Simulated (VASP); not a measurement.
**RbBr2: relaxation of cell and atoms with PBE**

RbBr2:

```
Rb Br
1.0
     0.00000    3.66217    3.66217
     3.66217    0.00000    3.66217
     3.66217    3.66217    0.00000
Rb Br
1 2
Direct
  0.00000 0.00000 0.00000
  0.25000 0.25000 0.25000
  0.75000 0.75000 0.75000
```

```yaml
Program: VASP 6.6.1
Task: relaxation of cell and atoms
Functional: PBE
Potentials_or_basis: VASP PAW PBE potentials, release 64 (Rb_sv, Br)
Cutoff: 600 eV
k_mesh: 4 × 4 × 4
Occupations: gaussian, width 0.1 eV
Spin: no spin polarisation
Dipole_correction: no
Further_INCAR_settings: ALGO = Normal; EDIFF = 1e-07; IBRION = 2; EDIFFG = -0.04; NSW = 90; ISIF = 3
```

The relaxed volume is 43.59 Å³/atom and the relaxed cell is a = 5.697 Å, b = 5.697 Å, c = 5.697 Å, α = 60.00°, β = 60.00°, γ = 60.00°. The space group after relaxing (to 0.1 Å) is Fm-3m (No. 225) and the energy gained by relaxing is 150.8 meV/atom. The ionic steps are 4, the pressure after relaxing is 0.1 GPa and the band gap on the k mesh is zero (an odd number of electrons rules out a gap without spin polarisation).

The path:
| step | energy change (eV) | largest force (eV/Å) | pressure (GPa) | volume (Å³) |
| --- | --- | --- | --- | --- |
| 1 | 0.0000 | 0.0000 | 5.80 | 98.23 |
| 2 | -0.3812 | 0.0000 | 1.64 | 116.07 |
| 3 | -0.4435 | 0.0000 | 0.50 | 125.79 |
| 4 | -0.4524 | 0.0000 | 0.09 | 130.77 |

Final structure:
```
CELL_PARAMETERS angstrom
0.00000 4.02860 4.02860
4.02860 0.00000 4.02860
4.02860 4.02860 0.00000
ATOMIC_POSITIONS crystal
Rb 0.00000 0.00000 0.00000
Br 0.25000 0.25000 0.25000
Br 0.75000 0.75000 0.75000
```

Levels at points of the mesh, in eV from the Fermi level:
```
           k point  band 10  band 11  band 12  band 13  band 14  band 15
(0.00, 0.00, 0.00)    -0.03    -0.03    -0.03     5.15     7.57     7.57
(0.50, 0.00, 0.00)    -0.63    -0.47    -0.47     7.55     8.21     8.21
(0.50, 0.50, 0.00)    -0.02    -0.02     0.16     6.60     7.81     7.94
```

Wall time 72 s on 1 thread of Intel(R) Xeon(R) Platinum 8488C (Sapphire Rapids), with other jobs on the host, peak memory 0.26 GiB.

Caveat: the k points lie up to 0.34 Å⁻¹ apart in the final cell, too coarse for converged energies and pressures of a metal; the volume moved by over 15 % at a fixed basis, so the end points are rough; an odd number of electrons without spin polarisation forces a metal; a magnetic or distorted state may lie lower.
